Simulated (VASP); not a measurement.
# Rb (R-3m) in VASP: single point with PBE

Aim: the single point of Rb with PBE.

Program: VASP 6.6.1. These are calculated values, not measurements. Logs are shortened: lines on timing, memory, paths and dates and some standing lists are left out, and cuts for length are marked.

## (1) The cell of the first run

It takes space group R-3m (No. 166, trigonal). Conventional cell: a = 5.063 Å, b = 5.063 Å, c = 37.976 Å, α = 90.00°, β = 90.00°, γ = 120.00°.

## (2) Single point, PBE (strained)

INCAR

```
ALGO = Normal
EDIFF = 1E-6
ENCUT = 520
GGA = PE
ISIF = 2
ISMEAR = 0
LASPH = True
LCHARG = False
LREAL = False
LWAVE = False
NBANDS = 20
NELM = 100
PREC = Accurate
SIGMA = 0.1
```

KPOINTS

```
k-points
0
Gamma
  9 9 9
```

POSCAR

```
Rb
1.0
    2.5315749128      1.4616054574     12.6585753347
   -2.5315749128      1.4616054574     12.6585753347
    0.0000000000     -2.9232109147     12.6585753347
Rb
3
Direct
    0.0000000000      0.0000000000      0.0000000000
    0.7776223900      0.7776223900      0.7776223900
    0.2223776100      0.2223776100      0.2223776100
```

Potentials or basis: VASP PAW PBE potentials, release 64 (Rb_sv).

The run is started by

```sh
cat potpaw_PBE.64/Rb_sv/POTCAR > POTCAR
mpirun -np 1 vasp_std > vasp.out
```

OUTCAR:

```text
EDIFF = 1E-6
   ENCUT = 520
   GGA = PE
   ISIF = 2
   ISMEAR = 0
   LASPH = True
   LREAL = False
   NELM = 100
   PREC = Accurate

 ion  position               nearest neighbor table
   1  0.000  0.000  0.000-   2 5.13   3 5.13   2 5.13   2 5.13   3 5.13   3 5.13
   2  0.778  0.778  0.778-   1 5.13   1 5.13   1 5.13   3 5.14   3 5.14   3 5.14
   3  0.222  0.222  0.222-   1 5.13   1 5.13   1 5.13   2 5.14   2 5.14   2 5.14

  LATTYP: Found a trigonal (rhomboedric) cell.
 ALAT       =    12.9917162668
 COS(alpha) =     0.9240586160

  Lattice vectors:

 A1 = (   2.5315749128,   1.4616054574,  12.6585753347)
 A2 = (  -2.5315749128,   1.4616054574,  12.6585753347)
 A3 = (   0.0000000000,  -2.9232109147,  12.6585753347)

Analysis of symmetry for initial positions (statically):
=====================================================================
 Subroutine PRICEL returns:
 Original cell was already a primitive cell.

 Routine SETGRP: Setting up the symmetry group for a
 trigonal (rhombohedral) supercell.

 Subroutine GETGRP returns: Found 12 space group operations
 (whereof 12 operations were pure point group operations)
 out of a pool of 12 trial point group operations.

The static configuration has the point symmetry D_3d.

Analysis of symmetry for dynamics (positions and initial velocities):
=====================================================================
 Subroutine PRICEL returns:
 Original cell was already a primitive cell.

 Routine SETGRP: Setting up the symmetry group for a
 trigonal (rhombohedral) supercell.

 Subroutine GETGRP returns: Found 12 space group operations
 (whereof 12 operations were pure point group operations)
 out of a pool of 12 trial point group operations.

The dynamic configuration has the point symmetry D_3d.

 Subroutine INISYM returns: Found 12 space group operations
 (whereof 12 operations are pure point group operations),
 and found     1 'primitive' translations

----------------------------------------------------------------------------------------

                                     Primitive cell

  volume of cell :     281.0328

[... 84 lines left out ...]
   ISPIN  =      1    spin polarized calculation?
   LNONCOLLINEAR =      F non collinear calculations
   LSORBIT =      F    spin-orbit coupling
   LASPH  =      T    aspherical Exc in radial PAW
   ENCUT  =  520.0 eV  38.22 Ry    6.18 a.u.  24.16 24.16 24.16*2*pi/ulx,y,z
   NELM   =    100;   NELMIN=  2; NELMDL= -5     # of ELM steps
   EDIFF  = 0.1E-05   stopping-criterion for ELM
   LREAL  =      F    real-space projection
   EDIFFG = 0.1E-04   stopping-criterion for IOM
   NSW    =      0    number of steps for IOM
   IBRION =     -1    ionic relax: 0-MD 1-quasi-New 2-CG
   NFREE  =      0    steps in history (QN), initial steepest desc. (CG)
   ISIF   =      2    stress and relaxation
   ISYM   =      2    0-nonsym 1-usesym 2-fastsym
   POTIM  = 0.5000    time-step for ionic-motion
   TEBEG  =    0.0;   TEEND  =   0.0 temperature during run
   PSTRESS=    0.0 pullay stress
   NELECT =      27.0000    total number of electrons
   NUPDOWN=      -1.0000    fix difference up-down
   EMIN   =  10.00;   EMAX   =-10.00  energy-range for DOS
   EFERMI =   0.00;   METHOD = LEGACY
   ISMEAR =     0;   SIGMA  =   0.10  broadening in eV -4-tet -1-fermi 0-gaus
   EFERMI_NEDOS =   21; number of points for ismear=-14 and -15
   IALGO  =     38    algorithm
   IMIX   =      4    mixing-type and parameters
     AMIX     =   0.40;   BMIX     =  1.00
     AMIX_MAG =   1.60;   BMIX_MAG =  1.00
  volume/ion in A,a.u.               =      93.68       632.17
  Fermi-wavevector in a.u.,A,eV,Ry     =   0.749797  1.416911  7.649136  0.562196
  Thomas-Fermi vector in A             =   1.846400
   LORBIT       =      0    0 simple, 1 ext, 2 COOP (PROOUT), +10 PAW based schemes
   GGA     = PE    functional components
   LHFCALC =     F    Hartree Fock is set to
   AEXX    =    0.0000 exact exchange contribution
   IVDW    =     0    specifies the selected vdW correction
   LEPSILON=     F    determine dielectric tensor
   LRPA    =     F    only Hartree local field effects (RPA)
 non-spin polarized calculation
 Gauss-broadening in eV      SIGMA  =   0.10
  energy-cutoff  :      520.00
  volume of cell :      281.03
 maximum number of plane-waves:      7604
 NGX is ok and might be reduce to    98
   NGX = 49   NGY = 49   NGZ = 49

 number of electron      27.0000000 magnetization

 Free energy of the ion-electron system (eV)
  ---------------------------------------------------
  ext. energy  EPLUGINS =         0.00000000
  ---------------------------------------------------
  free energy    TOTEN  =        -2.81818958 eV

  energy without entropy =       -2.80614424  energy(sigma->0) =       -2.81216691

 E-fermi :  -0.0300     XC(G=0):  -5.3960

 val. band max:       -0.0342069040   @ k =  -0.3333  -0.3333   0.2222
 cond. band min:      -0.0063070976   @ k =  -0.2222   0.1111   0.1111
 fundamental gap:      0.0278998065
 Fermi energy:        -0.0300157089

 k-point     1 :       0.0000    0.0000    0.0000
  band No.  band energies     occupation
      1     -28.9651      2.00000
      2     -28.9631      2.00000
      3     -28.9625      2.00000
      4     -13.0727      2.00000
      5     -13.0726      2.00000
      6     -13.0185      2.00000
[... 541 lines left out ...]
     19       1.8504      0.00000
     20       2.3733      0.00000

 [... further k-points ...]

------------------------ aborting loop because EDIFF is reached ----------------------------------------

  FORCE on cell =-STRESS in cart. coord.  units (eV):
  Direction    XX          YY          ZZ          XY          YZ          ZX
  --------------------------------------------------------------------------------------
  -------------------------------------------------------------------------------------
  Total       -0.1094385     -0.1094385     -0.1406570      0.0000000     -0.0000000      0.0000000
  in kB       -0.6239125     -0.6239125     -0.8018901      0.0000000     -0.0000000      0.0000000
  external PRESSURE =      -0.6832383 kB  Pullay stress =       0.0000000 kB

 VOLUME and BASIS-vectors are now :
 -----------------------------------------------------------------------------
  energy-cutoff  :      520.00
  volume of cell :      281.03
      direct lattice vectors                 reciprocal lattice vectors
     2.531574913  1.461605457 12.658575335     0.197505512  0.114029861  0.026332610
    -2.531574913  1.461605457 12.658575335    -0.197505512  0.114029861  0.026332610
     0.000000000 -2.923210915 12.658575335     0.000000000 -0.228059721  0.026332610

 POSITION                                       TOTAL-FORCE (eV/Angst)
 -----------------------------------------------------------------------------------
      0.00000      0.00000      0.00000         0.000000     -0.000000     -0.000000
      0.00000      0.00000     29.53077         0.000000      0.000000      0.003199
      0.00000      0.00000      8.44495         0.000000     -0.000000     -0.003199
 -----------------------------------------------------------------------------------
    total drift:                                0.000000     -0.000000      0.000000

  FREE ENERGIE OF THE ION-ELECTRON SYSTEM (eV)
  ---------------------------------------------------
  free  energy   TOTEN  =        -2.8181895839 eV

  energy  without entropy=       -2.8061442357  energy(sigma->0) =       -2.81216691
```

stdout:

```text
POSCAR found type information on POSCAR Rb
 POSCAR found :  1 types and       3 ions
 scaLAPACK will be used
 LDA part: xc-table for (Slater+PW92), standard interpolation
 POSCAR, INCAR and KPOINTS ok, starting setup
 FFT: planning ... GRIDC
 FFT: planning ... GRID_SOFT
 FFT: planning ... GRID
 WAVECAR not read
 entering main loop
```

Run time: 41 min. Hardware: 1 thread of Intel Xeon Platinum 8259CL at 2.50GHz (Skylake/Cascade Lake), shared host; peak memory 1.7 GiB.

Results:

| Item | Value |
| --- | --- |
| Free energy | -2.8182 eV |
| Pressure | -0.1 GPa |
| Largest force | 0.003 eV/Å |
| Band gap on the k mesh | zero (an odd number of electrons rules out a gap without spin polarisation) |

Forces on the atoms (eV/Å):
```
Rb   0.000  0.000  0.000
Rb   0.000  0.000  0.003
Rb   0.000  0.000 -0.003
```

Caveat: the cell differs from its parent crystal (strained).
